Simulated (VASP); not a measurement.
# BeTe in VASP: a series of runs

BeTe is run at these levels: PBE; tasks: single point, relaxation of cell and atoms.

Everything below comes from runs of VASP 6.6.1. Logs are shortened: lines on timing, memory, paths and dates and some standing lists are left out, and cuts for length are marked.

### Step 1. The cell of the first run

The typed cell holds 2 atoms: a = 3.789 Å, b = 3.789 Å, c = 3.789 Å, α = 60.02°, β = 60.02°, γ = 60.02°.

### Step 2. Single point, PBE

File INCAR:

```
  PREC = Accurate
  ENCUT = 520
  EDIFF = 1E-6
  ISMEAR = 0
  SIGMA = 0.1
  LREAL = F
  LASPH = T
  NELM = 80
  ALGO = Normal
  ISIF = 2
  LWAVE = F
  LCHARG = F
  GGA = PE
  NBANDS = 11
```

File KPOINTS:

```
Automatic mesh
0
Gamma
  6 6 6
```

File POSCAR:

```
BeTe
1.0
    1.8948225400      1.0939763022      3.0930197734
   -1.8948225400      1.0939763022      3.0930197734
    0.0000000000     -2.1879526085      3.0930197719
Be Te
1 1
Direct
    0.5000000000      0.5000000000      0.5000000000
    0.0000000000      0.0000000000      0.0000000000
```

Potentials or basis: VASP PAW PBE potentials, release 64 (Be, Te).

The run is started by

```bash
$ cat potpaw_PBE.64/Be/POTCAR potpaw_PBE.64/Te/POTCAR > POTCAR
$ mpirun -np 1 vasp_std > vasp.out
```

OUTCAR:

```text
PREC = Accurate
   ENCUT = 520
   EDIFF = 1E-6
   ISMEAR = 0
   LREAL = F
   LASPH = T
   NELM = 80
   ISIF = 2
   GGA = PE

 ion  position               nearest neighbor table
   1  0.500  0.500  0.500-   2 2.68   2 2.68   2 2.68   2 2.68   2 2.68   2 2.68
   2  0.000  0.000  0.000-   1 2.68   1 2.68   1 2.68   1 2.68   1 2.68   1 2.68

  LATTYP: Found a trigonal (rhomboedric) cell.
 ALAT       =     3.7886551607
 COS(alpha) =     0.4997386807

  Lattice vectors:

 A1 = (   1.8948225400,   1.0939763022,   3.0930197734)
 A2 = (  -1.8948225400,   1.0939763022,   3.0930197734)
 A3 = (   0.0000000000,  -2.1879526085,   3.0930197719)

Analysis of symmetry for initial positions (statically):
=====================================================================
 Subroutine PRICEL returns:
 Original cell was already a primitive cell.

 Routine SETGRP: Setting up the symmetry group for a
 trigonal (rhombohedral) supercell.

 Subroutine GETGRP returns: Found 12 space group operations
 (whereof 12 operations were pure point group operations)
 out of a pool of 12 trial point group operations.

The static configuration has the point symmetry D_3d.

Analysis of symmetry for dynamics (positions and initial velocities):
=====================================================================
 Subroutine PRICEL returns:
 Original cell was already a primitive cell.

 Routine SETGRP: Setting up the symmetry group for a
 trigonal (rhombohedral) supercell.

 Subroutine GETGRP returns: Found 12 space group operations
 (whereof 12 operations were pure point group operations)
 out of a pool of 12 trial point group operations.

The dynamic configuration has the point symmetry D_3d.

 Subroutine INISYM returns: Found 12 space group operations
 (whereof 12 operations are pure point group operations),
 and found     1 'primitive' translations

----------------------------------------------------------------------------------------

                                     Primitive cell

  volume of cell :      38.4690

  direct lattice vectors                    reciprocal lattice vectors
     1.894822540  1.093976302  3.093019773     0.263876954  0.152349430  0.107769545
    -1.894822540  1.093976302  3.093019773    -0.263876954  0.152349430  0.107769545
     0.000000000 -2.187952608  3.093019772     0.000000000 -0.304698861  0.107769545

  length of vectors
     3.788655161  3.788655161  3.788655161     0.323196025  0.323196025  0.323196025

  position of ions in fractional coordinates (direct lattice)
     0.500000000  0.500000000  0.500000000
     0.000000000  0.000000000  0.000000000

  ion indices of the primitive-cell ions
   primitive index   ion index
                 1           1
                 2           2

----------------------------------------------------------------------------------------

 KPOINTS: Automatic mesh

Automatic generation of k-mesh.
 Grid dimensions read from file:
 generate k-points for:    6    6    6

 Generating k-lattice:

  Cartesian coordinates                     Fractional coordinates (reciprocal lattice)
     0.043979492  0.025391572  0.017961591     0.166666667  0.000000000  0.000000000
    -0.043979492  0.025391572  0.017961591     0.000000000  0.166666667  0.000000000
     0.000000000 -0.050783143  0.017961591     0.000000000  0.000000000  0.166666667

  Length of vectors
     0.053866004  0.053866004  0.053866004

  Shift w.r.t. Gamma in fractional coordinates (k-lattice)
     0.000000000  0.000000000  0.000000000

 Subroutine IBZKPT returns following result:
 ===========================================

 Found     32 irreducible k-points:

 Following reciprocal coordinates:
            Coordinates               Weight
  0.000000  0.000000  0.000000      1.000000
  0.166667 -0.000000 -0.000000      6.000000
  0.333333 -0.000000 -0.000000      6.000000
  0.500000  0.000000  0.000000      3.000000
  0.166667  0.166667 -0.000000      6.000000
  0.333333  0.166667  0.000000     12.000000
[... 16 lines left out ...]
  0.500000  0.500000  0.166667      6.000000
 -0.333333  0.500000  0.166667     12.000000
 [... further k-points ...]
   k-points           NKPTS =     32   k-points in BZ     NKDIM =     32   number of bands    NBANDS=     11
   number of dos      NEDOS =    301   number of ions     NIONS =      2
   total plane-waves  NPLWV =  21952
   dimension x,y,z NGX =    28 NGY =   28 NGZ =   28
   dimension x,y,z NGXF=    56 NGYF=   56 NGZF=   56
   ions per type =               1   1
   NGX,Y,Z   is equivalent  to a cutoff of  12.29, 12.29, 12.29 a.u.
   NGXF,Y,Z  is equivalent  to a cutoff of  24.57, 24.57, 24.57 a.u.
 SYSTEM =  unknown system
   PREC   = accura    normal or accurate (medium, high low for compatibility)
   ISTART =      0    job   : 0-new  1-cont  2-samecut
   ICHARG =      2    charge: 1-file 2-atom 10-const
   ISPIN  =      1    spin polarized calculation?
   LNONCOLLINEAR =      F non collinear calculations
   LSORBIT =      F    spin-orbit coupling
   LASPH  =      T    aspherical Exc in radial PAW
   ENCUT  =  520.0 eV  38.22 Ry    6.18 a.u.   7.04  7.04  7.04*2*pi/ulx,y,z
   NELM   =     80;   NELMIN=  2; NELMDL= -5     # of ELM steps
   EDIFF  = 0.1E-05   stopping-criterion for ELM
   LREAL  =      F    real-space projection
   EDIFFG = 0.1E-04   stopping-criterion for IOM
   NSW    =      0    number of steps for IOM
   IBRION =     -1    ionic relax: 0-MD 1-quasi-New 2-CG
   NFREE  =      0    steps in history (QN), initial steepest desc. (CG)
   ISIF   =      2    stress and relaxation
   ISYM   =      2    0-nonsym 1-usesym 2-fastsym
   POTIM  = 0.5000    time-step for ionic-motion
   TEBEG  =    0.0;   TEEND  =   0.0 temperature during run
   PSTRESS=    0.0 pullay stress
   NELECT =       8.0000    total number of electrons
   NUPDOWN=      -1.0000    fix difference up-down
   EMIN   =  10.00;   EMAX   =-10.00  energy-range for DOS
   EFERMI =   0.00;   METHOD = LEGACY
   ISMEAR =     0;   SIGMA  =   0.10  broadening in eV -4-tet -1-fermi 0-gaus
   EFERMI_NEDOS =   21; number of points for ismear=-14 and -15
   IALGO  =     38    algorithm
   IMIX   =      4    mixing-type and parameters
     AMIX     =   0.40;   BMIX     =  1.00
     AMIX_MAG =   1.60;   BMIX_MAG =  1.00
  volume/ion in A,a.u.               =      19.23       129.80
  Fermi-wavevector in a.u.,A,eV,Ry     =   0.969917  1.832878 12.799538  0.940740
  Thomas-Fermi vector in A             =   2.100009
   LORBIT       =      0    0 simple, 1 ext, 2 COOP (PROOUT), +10 PAW based schemes
   GGA     = PE    functional components
   LHFCALC =     F    Hartree Fock is set to
   AEXX    =    0.0000 exact exchange contribution
   IVDW    =     0    specifies the selected vdW correction
   LEPSILON=     F    determine dielectric tensor
   LRPA    =     F    only Hartree local field effects (RPA)
 non-spin polarized calculation
 Gauss-broadening in eV      SIGMA  =   0.10
  energy-cutoff  :      520.00
  volume of cell :       38.47
 maximum number of plane-waves:      1056
   NGX = 15   NGY = 15   NGZ = 15

 number of electron       8.0000000 magnetization

 Free energy of the ion-electron system (eV)
  ---------------------------------------------------
  ext. energy  EPLUGINS =         0.00000000
  ---------------------------------------------------
  free energy    TOTEN  =        -6.58551749 eV

  energy without entropy =       -6.58220900  energy(sigma->0) =       -6.58386324

 E-fermi :   7.3575     XC(G=0):  -9.9613

 val. band max:        7.1503828148   @ k =   0.3333   0.3333  -0.0000
 cond. band min:       7.4380633221   @ k =   0.5000   0.5000   0.1667
 fundamental gap:      0.2876805073
 Fermi energy:         7.3574586510

 k-point     1 :       0.0000    0.0000    0.0000
  band No.  band energies     occupation
      1      -6.0944      2.00000
      2       7.0012      2.00000
      3       7.0012      2.00000
      4       7.0069      2.00000
      5      10.3396      0.00000
      6      13.5493      0.00000
      7      13.5509      0.00000
      8      13.5509      0.00000
      9      14.1162      0.00000
     10      14.1162      0.00000
     11      14.1231      0.00000

 k-point     2 :       0.1667   -0.0000   -0.0000
  band No.  band energies     occupation
      1      -5.7535      2.00000
      2       4.8045      2.00000
      3       6.9455      2.00000
      4       6.9499      2.00000
      5      11.0107      0.00000
      6      12.0561      0.00000
      7      12.0562      0.00000
      8      13.3777      0.00000
      9      14.2610      0.00000
     10      14.9348      0.00000
     11      14.9414      0.00000

 k-point     3 :       0.3333   -0.0000   -0.0000
  band No.  band energies     occupation
      1      -4.8531      2.00000
      2       1.8968      2.00000
      3       6.9386      2.00000
      4       6.9416      2.00000
      5      10.2939      0.00000
      6      10.2955      0.00000
      7      10.5057      0.00000
      8      13.0024      0.00000
      9      16.6554      0.00000
     10      17.1408      0.00000
     11      17.1484      0.00000

 k-point     4 :       0.5000    0.0000    0.0000
  band No.  band energies     occupation
      1      -4.1641      2.00000
      2       0.4795      2.00000
      3       7.0077      2.00000
      4       7.0097      2.00000
      5       9.5671      0.00000
      6       9.5698      0.00000
      7      10.2255      0.00000
      8      12.8248      0.00000
      9      19.2219      0.00000
     10      20.0958      0.00000
     11      20.1046      0.00000

 k-point     5 :       0.1667    0.1667   -0.0000
  band No.  band energies     occupation
      1      -5.6371      2.00000
      2       5.4674      2.00000
      3       6.0462      2.00000
      4       6.0502      2.00000
      5      10.0483      0.00000
      6      12.3835      0.00000
      7      12.5185      0.00000
      8      13.9996      0.00000
      9      14.0007      0.00000
     10      16.1264      0.00000
     11      16.1309      0.00000
[... 211 lines left out ...]
 k-point    21 :      -0.3333    0.3333    0.1667
  band No.  band energies     occupation
      1      -3.5610      2.00000
      2       1.4619      2.00000
      3       3.1816      2.00000
      4       4.3683      2.00000
      5      10.2487      0.00000
      6      10.4059      0.00000
      7      15.1438      0.00000
      8      15.3610      0.00000
      9      15.9009      0.00000
     10      16.3340      0.00000
     11      20.9906      0.00000

 k-point    22 :      -0.1667    0.3333    0.1667
  band No.  band energies     occupation
      1      -4.1168      2.00000
      2       2.1729      2.00000
      3       3.6503      2.00000
      4       5.0786      2.00000
      5       9.1077      0.00000
      6      11.6096      0.00000
      7      13.0117      0.00000
      8      15.2532      0.00000
      9      15.7203      0.00000
     10      18.9917      0.00000
     11      19.0975      0.00000

 k-point    23 :       0.5000    0.5000    0.1667
  band No.  band energies     occupation
      1      -3.6274      2.00000
      2       1.7255      2.00000
      3       3.3608      2.00000
      4       4.6683      2.00000
      5       7.4381      0.25432
      6      11.7475      0.00000
      7      14.3023      0.00000
      8      15.2390      0.00000
      9      17.3112      0.00000
     10      19.9285      0.00000
     11      20.8063      0.00000

 k-point    24 :      -0.3333    0.5000    0.1667
  band No.  band energies     occupation
      1      -3.3089      2.00000
      2       1.7396      2.00000
      3       3.1388      2.00000
      4       3.2923      2.00000
      5       8.7113      0.00000
      6      12.5198      0.00000
      7      12.8348      0.00000
      8      16.5987      0.00000
      9      17.0789      0.00000
     10      17.7757      0.00000
     11      22.7316      0.00000

 [... further k-points ...]

------------------------ aborting loop because EDIFF is reached ----------------------------------------

  FORCE on cell =-STRESS in cart. coord.  units (eV):
  Direction    XX          YY          ZZ          XY          YZ          ZX
  --------------------------------------------------------------------------------------
  -------------------------------------------------------------------------------------
  Total        0.0076475      0.0076475      0.0186813      0.0000000     -0.0000000      0.0000000
  in kB        0.3185094      0.3185094      0.7780507      0.0000000     -0.0000000      0.0000000
  external PRESSURE =       0.4716899 kB  Pullay stress =       0.0000000 kB

 VOLUME and BASIS-vectors are now :
 -----------------------------------------------------------------------------
  energy-cutoff  :      520.00
  volume of cell :       38.47
      direct lattice vectors                 reciprocal lattice vectors
     1.894822540  1.093976302  3.093019773     0.263876954  0.152349430  0.107769545
    -1.894822540  1.093976302  3.093019773    -0.263876954  0.152349430  0.107769545
     0.000000000 -2.187952608  3.093019772     0.000000000 -0.304698861  0.107769545

 POSITION                                       TOTAL-FORCE (eV/Angst)
 -----------------------------------------------------------------------------------
      0.00000     -0.00000      4.63953        -0.000000     -0.000000     -0.000000
      0.00000      0.00000      0.00000         0.000000      0.000000      0.000000
 -----------------------------------------------------------------------------------
    total drift:                                0.000000      0.000000      0.000000

  FREE ENERGIE OF THE ION-ELECTRON SYSTEM (eV)
  ---------------------------------------------------
  free  energy   TOTEN  =        -6.5855174880 eV

  energy  without entropy=       -6.5822089970  energy(sigma->0) =       -6.58386324
```

It took 8.8 s on 1 thread of Intel Xeon Platinum 8375C at 2.90GHz (Ice Lake), shared host; peak memory 0.16 GiB.

Results:

| Item | Value |
| --- | --- |
| Free energy | -6.5855 eV |
| Pressure | 0.0 GPa |
| Band gap on the k mesh | zero (band 4 reaches 7.55 eV, above the bottom of band 5 at 6.34 eV) |

Caveat: spin-orbit coupling is left out, which moves the levels of the heavy elements.

(Continued in part 2 of 2.)
